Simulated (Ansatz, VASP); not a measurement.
## SiC20: VASP beside Ansatz

```
CELL_PARAMETERS angstrom
4.93005 0.00000 0.00000
-1.23251 7.07369 0.00000
0.00000 0.00000 22.12935
ATOMIC_POSITIONS crystal
C 0.38582 0.54327 0.18076
C 0.88582 0.54327 0.18076
C 0.27220 0.08881 0.22674
C 0.77220 0.08881 0.22674
C 0.40100 0.60398 0.24207
C 0.90100 0.60398 0.24207
C 0.02979 0.11916 0.25740
C 0.52979 0.11916 0.25740
C 0.15859 0.63434 0.27273
C 0.65859 0.63434 0.27273
C 0.04611 0.18443 0.31991
C 0.54611 0.18443 0.31991
C 0.15376 0.61504 0.33682
C 0.65376 0.61504 0.33682
C 0.30848 0.23391 0.34806
C 0.80848 0.23391 0.34806
C 0.38806 0.55223 0.36300
C 0.88806 0.55223 0.36300
C 0.34455 0.37820 0.39447
C 0.84455 0.37820 0.39447
Si 0.71955 0.37820 0.53455
```

Alike in both runs: task single point; functional PBE; dispersion D3(BJ); k mesh 6 × 4 × 1; occupations gaussian, width 0.1 eV; no spin polarisation.

|  | VASP | Ansatz |
| --- | --- | --- |
| version | VASP 6.6.1 | Ansatz 0.2.0 |
| potentials or method | VASP PAW PBE potentials, release 64 (C, Si), cutoff 520 eV | scalar-relativistic, plane waves, PAW |
| valence electrons in the cell | 84 | 84 |

```csv
,VASP,Ansatz,Ansatz less VASP
gap on the k mesh at the Fermi level (eV),none,none,-
rms of the force components (eV/Å),0.739,0.746,+0.0076
"work function, face that differs most (eV)",3.93,3.93,0.000
```

Atom by atom the forces differ by 0.020 eV/Å (rms over components). A gap of «none» marks a metal or a gap that the smearing closes. Ansatz's warnings: vacuum below fermi.
